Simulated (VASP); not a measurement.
The system is FeNi3.

```
Fe Ni
1.0
     3.44848    0.00000    0.00000
     0.00000    3.44848    0.00000
     0.00000    0.00000    3.44848
Fe Ni
1 3
Cartesian
  0.0000 0.0000 0.0000
  0.0000 1.7242 1.7242
  1.7242 0.0000 1.7242
  1.7242 1.7242 0.0000
```

Base run:

* Program: VASP 6.6.1
* Functional: LDA
* Potentials or basis: VASP PAW LDA potentials, release 64 (Fe, Ni)
* Cutoff: 520 eV
* k mesh: 12 × 12 × 12
* Occupations: gaussian, width 0.05 eV
* Spin: collinear spin, ferrimagnetic start
* Starting moments: [2.5, -0.8, -0.8, -0.8] μB

Its results: pressure -0.2 GPa.

Task: The run is repeated on the same cell with these changes: spin from collinear spin, ferrimagnetic start to no spin polarisation; further incar settings from ALGO = Normal; EDIFF = 1e-06; NBANDS = 31 to ALGO = Normal; EDIFF = 1e-06; NBANDS = 27. What comes out?

Result: Pressure -8.7 GPa.

Caveats: the cell stands under tension (at least some runs).
